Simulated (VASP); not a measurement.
# NaI (I4/mmm) in VASP: further runs

The runs below take NaI through single point, with r2SCAN.

Everything below comes from runs of VASP 6.6.1. Logs are shortened: lines on timing, memory, paths and dates and some standing lists are left out, and cuts for length are marked.

**1. The cell of the first run**

It takes space group I4/mmm (No. 139, tetragonal). The conventional cell has a = 4.474 Å, b = 4.474 Å, c = 6.459 Å, α = 90.00°, β = 90.00°, γ = 90.00°. Within 4.2 Å of Na (site symmetry 4/mmm) lie 6 I at 3.16 to 3.23 Å. Within 4.2 Å of I (site symmetry 4/mmm) lie 6 Na at 3.16 to 3.23 Å.

**2. Single point, r2SCAN (biaxial xy strain -2.0%)**

Contents of POSCAR:

```
NaI
1.0
    0.0000000000      3.1634209036      3.2296282834
    3.1634209036      0.0000000000      3.2296282834
    3.1634209036      3.1634209036      0.0000000000
Na I
1 1
Direct
    0.0000000000      0.0000000000      0.0000000000
    0.5000000000      0.5000000000      0.5000000000
```

Contents of INCAR.step1:

```
PREC = Accurate ; ENCUT = 520
ISMEAR = 0 ; SIGMA = 0.01
LREAL = False ; LASPH = True
NELM = 60 ; NBANDS = 14
GGA = PE ; ALGO = Normal
EDIFF = 1E-4 ; LWAVE = True
LCHARG = False
```

Contents of INCAR.step2:

```
PREC = Accurate ; ENCUT = 520
EDIFF = 1E-6 ; ISMEAR = 0
SIGMA = 0.01 ; LREAL = False
LASPH = True ; NELM = 60
ALGO = Normal ; ISIF = 2
LWAVE = False ; LCHARG = False
METAGGA = R2SCAN ; LMIXTAU = True
NBANDS = 14 ; ISTART = 1
```

Contents of KPOINTS:

```
regular mesh
0
Gamma
  8 8 8
```

Potentials or basis: VASP PAW PBE potentials, release 64 (Na_pv, I).

Launch:

```sh
cat potpaw_PBE.64/Na_pv/POTCAR potpaw_PBE.64/I/POTCAR > POTCAR
cp INCAR.step1 INCAR
mpirun -np 1 vasp_std > vasp.out
cp INCAR.step2 INCAR
mpirun -np 1 vasp_std > vasp.out
```

OUTCAR:

```text
PREC = Accurate
   ENCUT = 520
   EDIFF = 1E-6
   ISMEAR = 0
   LREAL = False
   LASPH = True
   NELM = 60
   ISIF = 2
   METAGGA = R2SCAN
   ISTART = 1

 ion  position               nearest neighbor table
   1  0.000  0.000  0.000-   2 3.16   2 3.16   2 3.16   2 3.16
   2  0.500  0.500  0.500-   1 3.16   1 3.16   1 3.16   1 3.16

  LATTYP: Found a body centered tetragonal cell.
 ALAT       =     4.4737527454
 C/A-ratio  =     1.4438117023

  Lattice vectors:

 A1 = (  -3.1634209036,   0.0000000000,   3.2296282834)
 A2 = (   3.1634209036,   0.0000000000,   3.2296282834)
 A3 = (   0.0000000000,   3.1634209036,  -3.2296282834)

Analysis of symmetry for initial positions (statically):
=====================================================================
 Subroutine PRICEL returns:
 Original cell was already a primitive cell.

 Routine SETGRP: Setting up the symmetry group for a
 body centered tetragonal supercell.

 Subroutine GETGRP returns: Found 16 space group operations
 (whereof 16 operations were pure point group operations)
 out of a pool of 16 trial point group operations.

The static configuration has the point symmetry D_4h.

Analysis of symmetry for dynamics (positions and initial velocities):
=====================================================================
 Subroutine PRICEL returns:
 Original cell was already a primitive cell.

 Routine SETGRP: Setting up the symmetry group for a
 body centered tetragonal supercell.

 Subroutine GETGRP returns: Found 16 space group operations
 (whereof 16 operations were pure point group operations)
 out of a pool of 16 trial point group operations.

The dynamic configuration has the point symmetry D_4h.

 Subroutine INISYM returns: Found 16 space group operations
 (whereof 16 operations are pure point group operations),
 and found     1 'primitive' translations

----------------------------------------------------------------------------------------

                                     Primitive cell

  volume of cell :      64.6393

  direct lattice vectors                    reciprocal lattice vectors
     0.000000000  3.163420904  3.229628283    -0.158056741  0.158056741  0.154816578
     3.163420904  0.000000000  3.229628283     0.158056741 -0.158056741  0.154816578
     3.163420904  3.163420904  0.000000000     0.158056741  0.158056741 -0.154816578

  length of vectors
     4.520810841  4.520810841  4.473752745     0.271904468  0.271904468  0.271904468

  position of ions in fractional coordinates (direct lattice)
     0.000000000  0.000000000  0.000000000
     0.500000000  0.500000000  0.500000000

  ion indices of the primitive-cell ions
   primitive index   ion index
                 1           1
                 2           2

----------------------------------------------------------------------------------------

 KPOINTS: regular mesh

Automatic generation of k-mesh.
 Grid dimensions read from file:
 generate k-points for:    8    8    8

 Generating k-lattice:

  Cartesian coordinates                     Fractional coordinates (reciprocal lattice)
    -0.019757093  0.019757093  0.019352072     0.125000000 -0.000000000  0.000000000
     0.019757093 -0.019757093  0.019352072    -0.000000000  0.125000000  0.000000000
     0.019757093  0.019757093 -0.019352072     0.000000000  0.000000000  0.125000000

  Length of vectors
     0.033988059  0.033988059  0.033988059

  Shift w.r.t. Gamma in fractional coordinates (k-lattice)
     0.000000000  0.000000000  0.000000000

 Subroutine IBZKPT returns following result:
 ===========================================

 Found     59 irreducible k-points:

 Following reciprocal coordinates:
            Coordinates               Weight
  0.000000  0.000000  0.000000      1.000000
  0.125000  0.000000  0.000000      8.000000
  0.250000  0.000000  0.000000      8.000000
  0.375000  0.000000  0.000000      8.000000
  0.500000  0.000000  0.000000      4.000000
  0.125000  0.125000  0.000000      2.000000
[... 16 lines left out ...]
  0.250000  0.000000  0.125000     16.000000
  0.375000 -0.000000  0.125000     16.000000
 [... further k-points ...]
   k-points           NKPTS =     59   k-points in BZ     NKDIM =     59   number of bands    NBANDS=     14
   number of dos      NEDOS =    301   number of ions     NIONS =      2
   total plane-waves  NPLWV =  46656
   dimension x,y,z NGX =    36 NGY =   36 NGZ =   36
   dimension x,y,z NGXF=    72 NGYF=   72 NGZF=   72
   ions per type =               1   1
   NGX,Y,Z   is equivalent  to a cutoff of  13.24, 13.24, 13.38 a.u.
   NGXF,Y,Z  is equivalent  to a cutoff of  26.48, 26.48, 26.76 a.u.
 SYSTEM =  unknown system
   PREC   = accura    normal or accurate (medium, high low for compatibility)
   ISTART =      1    job   : 0-new  1-cont  2-samecut
   ICHARG =      0    charge: 1-file 2-atom 10-const
   ISPIN  =      1    spin polarized calculation?
   LNONCOLLINEAR =      F non collinear calculations
   LSORBIT =      F    spin-orbit coupling
   LASPH  =      T    aspherical Exc in radial PAW
   ENCUT  =  520.0 eV  38.22 Ry    6.18 a.u.   8.41  8.41  8.32*2*pi/ulx,y,z
   NELM   =     60;   NELMIN=  2; NELMDL=  0     # of ELM steps
   EDIFF  = 0.1E-05   stopping-criterion for ELM
   LREAL  =      F    real-space projection
   EDIFFG = 0.1E-04   stopping-criterion for IOM
   NSW    =      0    number of steps for IOM
   IBRION =     -1    ionic relax: 0-MD 1-quasi-New 2-CG
   NFREE  =      0    steps in history (QN), initial steepest desc. (CG)
   ISIF   =      2    stress and relaxation
   ISYM   =      2    0-nonsym 1-usesym 2-fastsym
   POTIM  = 0.5000    time-step for ionic-motion
   TEBEG  =    0.0;   TEEND  =   0.0 temperature during run
   PSTRESS=    0.0 pullay stress
   NELECT =      14.0000    total number of electrons
   NUPDOWN=      -1.0000    fix difference up-down
   EMIN   =  10.00;   EMAX   =-10.00  energy-range for DOS
   EFERMI =   0.00;   METHOD = LEGACY
   ISMEAR =     0;   SIGMA  =   0.01  broadening in eV -4-tet -1-fermi 0-gaus
   EFERMI_NEDOS =   21; number of points for ismear=-14 and -15
   IALGO  =     38    algorithm
   IMIX   =      4    mixing-type and parameters
     AMIX     =   0.40;   BMIX     =  1.00
     AMIX_MAG =   1.60;   BMIX_MAG =  1.00
  volume/ion in A,a.u.               =      32.32       218.10
  Fermi-wavevector in a.u.,A,eV,Ry     =   0.983147  1.857879 13.151106  0.966579
  Thomas-Fermi vector in A             =   2.114284
   LORBIT       =      0    0 simple, 1 ext, 2 COOP (PROOUT), +10 PAW based schemes
   METAGGA = R2SCAN    functional components
   LHFCALC =     F    Hartree Fock is set to
   AEXX    =    0.0000 exact exchange contribution
   IVDW    =     0    specifies the selected vdW correction
   LEPSILON=     F    determine dielectric tensor
   LRPA    =     F    only Hartree local field effects (RPA)
 non-spin polarized calculation
 Gauss-broadening in eV      SIGMA  =   0.01
  energy-cutoff  :      520.00
  volume of cell :       64.64
 maximum number of plane-waves:      1761
 NGX is ok and might be reduce to    36
   NGX = 17   NGY = 17   NGZ = 17

 number of electron      14.0000004 magnetization

 Free energy of the ion-electron system (eV)
  ---------------------------------------------------
  ext. energy  EPLUGINS =         0.00000000
  ---------------------------------------------------
  free energy    TOTEN  =       -31.07914916 eV

  energy without entropy =      -31.07914916  energy(sigma->0) =      -31.07914916

 E-fermi :   0.8906     XC(G=0):  -8.2744

 val. band max:        0.8369088219   @ k =   0.0000   0.0000   0.0000
 cond. band min:       5.4143480342   @ k =   0.0000   0.0000   0.0000
 fundamental gap:      4.5774392122
 Fermi energy:         0.8905593215

 k-point     1 :       0.0000    0.0000    0.0000
  band No.  band energies     occupation
      1     -22.3835      2.00000
      2     -22.3827      2.00000
      3     -22.3826      2.00000
      4     -10.6557      2.00000
      5       0.8158      2.00000
      6       0.8158      2.00000
      7       0.8369      2.00000
      8       5.4143      0.00000
      9       9.2025      0.00000
     10       9.3423      0.00000
     11       9.3423      0.00000
     12      11.1029      0.00000
     13      11.3447      0.00000
     14      11.9908      0.00000

 k-point     2 :       0.1250    0.0000    0.0000
  band No.  band energies     occupation
      1     -22.3841      2.00000
      2     -22.3831      2.00000
      3     -22.3828      2.00000
      4     -10.6036      2.00000
      5       0.3454      2.00000
      6       0.7682      2.00000
      7       0.7735      2.00000
      8       5.9335      0.00000
      9       8.9456      0.00000
     10       9.4203      0.00000
     11       9.5244      0.00000
     12      10.7617      0.00000
     13      10.9492      0.00000
     14      12.7166      0.00000

 k-point     3 :       0.2500    0.0000    0.0000
  band No.  band energies     occupation
      1     -22.3862      2.00000
      2     -22.3834      2.00000
      3     -22.3828      2.00000
      4     -10.4724      2.00000
      5      -0.5508      2.00000
      6       0.6430      2.00000
      7       0.6584      2.00000
      8       6.5905      0.00000
      9       9.0990      0.00000
     10       9.3491      0.00000
     11       9.5200      0.00000
     12      11.0605      0.00000
     13      11.1041      0.00000
     14      12.3303      0.00000

 k-point     4 :       0.3750    0.0000    0.0000
  band No.  band energies     occupation
      1     -22.3885      2.00000
      2     -22.3836      2.00000
      3     -22.3829      2.00000
      4     -10.3323      2.00000
      5      -1.2710      2.00000
      6       0.5212      2.00000
      7       0.5550      2.00000
      8       6.6001      0.00000
      9       8.9929      0.00000
     10       9.1686      0.00000
     11      10.3179      0.00000
     12      11.8867      0.00000
     13      12.3579      0.00000
     14      12.4047      0.00000

 k-point     5 :       0.5000    0.0000    0.0000
  band No.  band energies     occupation
      1     -22.3894      2.00000
      2     -22.3837      2.00000
      3     -22.3829      2.00000
      4     -10.2714      2.00000
      5      -1.5401      2.00000
      6       0.4729      2.00000
      7       0.5140      2.00000
      8       6.5329      0.00000
      9       8.8506      0.00000
     10       9.0205      0.00000
     11      10.9743      0.00000
[... 276 lines left out ...]
 k-point    22 :       0.1250    0.0000    0.1250
  band No.  band energies     occupation
      1     -22.3838      2.00000
      2     -22.3835      2.00000
      3     -22.3830      2.00000
      4     -10.5854      2.00000
      5       0.3329      2.00000
      6       0.6629      2.00000
      7       0.6973      2.00000
      8       6.1286      0.00000
      9       8.5986      0.00000
     10       9.6510      0.00000
     11       9.7313      0.00000
     12      10.1656      0.00000
     13      11.3548      0.00000
     14      13.1939      0.00000

 k-point    23 :       0.2500    0.0000    0.1250
  band No.  band energies     occupation
      1     -22.3854      2.00000
      2     -22.3838      2.00000
      3     -22.3831      2.00000
      4     -10.4808      2.00000
      5      -0.3327      2.00000
      6       0.5306      2.00000
      7       0.5688      2.00000
      8       6.8336      0.00000
      9       8.3059      0.00000
     10       9.2829      0.00000
     11       9.9145      0.00000
     12      10.5484      0.00000
     13      11.6251      0.00000
     14      13.3553      0.00000

 k-point    24 :       0.3750   -0.0000    0.1250
  band No.  band energies     occupation
      1     -22.3876      2.00000
      2     -22.3840      2.00000
      3     -22.3832      2.00000
      4     -10.3442      2.00000
      5      -1.0394      2.00000
      6       0.3960      2.00000
      7       0.4221      2.00000
      8       7.0080      0.00000
      9       8.6999      0.00000
     10       9.1377      0.00000
     11       9.5799      0.00000
     12      11.8302      0.00000
     13      12.8072      0.00000
     14      12.9347      0.00000

 [... further k-points ...]

------------------------ aborting loop because EDIFF is reached ----------------------------------------

  FORCE on cell =-STRESS in cart. coord.  units (eV):
  Direction    XX          YY          ZZ          XY          YZ          ZX
  --------------------------------------------------------------------------------------
  -------------------------------------------------------------------------------------
  Total        0.3777540      0.3777540      0.1128166      0.0000000      0.0000000      0.0000000
  in kB        9.3631762      9.3631762      2.7963226      0.0000000      0.0000000      0.0000000
  external PRESSURE =       7.1742250 kB  Pullay stress =       0.0000000 kB

 VOLUME and BASIS-vectors are now :
 -----------------------------------------------------------------------------
  energy-cutoff  :      520.00
  volume of cell :       64.64
      direct lattice vectors                 reciprocal lattice vectors
     0.000000000  3.163420904  3.229628283    -0.158056741  0.158056741  0.154816578
     3.163420904  0.000000000  3.229628283     0.158056741 -0.158056741  0.154816578
     3.163420904  3.163420904  0.000000000     0.158056741  0.158056741 -0.154816578

 POSITION                                       TOTAL-FORCE (eV/Angst)
 -----------------------------------------------------------------------------------
      0.00000      0.00000      0.00000         0.000000     -0.000000      0.000000
      3.16342      3.16342      3.22963        -0.000000      0.000000      0.000000
 -----------------------------------------------------------------------------------
    total drift:                                0.000000      0.000000      0.000000

  FREE ENERGIE OF THE ION-ELECTRON SYSTEM (eV)
  ---------------------------------------------------
  free  energy   TOTEN  =       -31.0791491632 eV

  energy  without entropy=      -31.0791491632  energy(sigma->0) =      -31.07914916
```

Wall time 1.8 min (1 thread of Intel Xeon Platinum 8488C (Sapphire Rapids), shared host); peak memory 0.23 GiB.

What came out:

- Free energy: -31.0791 eV
- Pressure: 0.7 GPa
- Band gap on the k mesh: 4.58 eV

Stress tensor (GPa, compression positive):
```
0.94 0.00 0.00
0.00 0.94 0.00
0.00 0.00 0.28
```

Caveat: the cell differs from its parent crystal (biaxial xy strain -2.0%); the PAW data sets were made with another functional, which shifts forces and pressure a little; spin-orbit coupling is left out, which moves the levels of the heavy elements.

**3. Single point, r2SCAN (uniaxial x strain +5.2%)**

Contents of POSCAR:

```
NaI
1.0
    0.0000000000      3.2296282834      3.2296282834
    3.3972459913      0.0000000000      3.2296282834
    3.3972459913      3.2296282834      0.0000000000
Na I
1 1
Direct
    0.0000000000      0.0000000000      0.0000000000
    0.5000000000      0.5000000000      0.5000000000
```

Contents of INCAR.step1:

```
SYSTEM = NaI
ALGO = Normal
EDIFF = 1E-4
ENCUT = 520
GGA = PE
ISMEAR = 0
LASPH = .TRUE.
LCHARG = .FALSE.
LREAL = .FALSE.
LWAVE = .TRUE.
NBANDS = 14
NELM = 80
PREC = Accurate
SIGMA = 0.01
```

Contents of INCAR.step2:

```
SYSTEM = NaI
ALGO = Normal
EDIFF = 1E-6
ENCUT = 520
ISIF = 2
ISMEAR = 0
ISTART = 1
LASPH = .TRUE.
LCHARG = .TRUE.
LELF = .TRUE.
LMIXTAU = .TRUE.
LREAL = .FALSE.
LVHAR = .TRUE.
LWAVE = .FALSE.
METAGGA = R2SCAN
NBANDS = 14
NELM = 80
PREC = Accurate
SIGMA = 0.01
```

Contents of KPOINTS:

```
k-points
0
G
  8 8 8
  0 0 0
```

Potentials or basis: VASP PAW PBE potentials, release 64 (Na_pv, I).

Launch:

```sh
cat potpaw_PBE.64/Na_pv/POTCAR potpaw_PBE.64/I/POTCAR > POTCAR
cp INCAR.step1 INCAR
mpirun -np 1 vasp_std > vasp.out
cp INCAR.step2 INCAR
mpirun -np 1 vasp_std > vasp.out
```

It took 1.8 min on 1 thread of Intel Xeon Platinum 8488C (Sapphire Rapids), shared host; peak memory 0.24 GiB.

It converged, with:

```yaml
Free_energy: -31.0682 eV
Pressure: -0.7 GPa
Band_gap_on_the_k_mesh: 4.28 eV
```

Stress tensor (GPa, compression positive):
```
-1.33  0.00  0.00
 0.00 -0.39  0.00
 0.00  0.00 -0.39
```

Levels at points of the mesh, in eV from the valence-band top:
| k point | band 4 | band 5 | band 6 | band 7 | band 8 | band 9 | band 10 | band 11 |
| --- | --- | --- | --- | --- | --- | --- | --- | --- |
| (0.00, 0.00, 0.00) | -11.27 | -0.05 | -0.05 | 0.00 | 4.28 | 8.24 | 8.56 | 8.56 |
| (0.50, 0.00, 0.00) | -10.97 | -2.07 | -0.34 | -0.26 | 5.64 | 7.84 | 8.20 | 9.41 |
| (0.50, 0.50, 0.00) | -10.88 | -1.82 | -0.87 | -0.67 | 5.15 | 6.03 | 10.51 | 11.50 |
| (0.00, 0.50, 0.50) | -10.93 | -1.82 | -0.66 | -0.66 | 5.22 | 6.15 | 10.15 | 12.00 |

Caveat: the cell differs from its parent crystal (uniaxial x strain +5.2%); the PAW data sets were made with another functional, which shifts forces and pressure a little; spin-orbit coupling is left out, which moves the levels of the heavy elements.
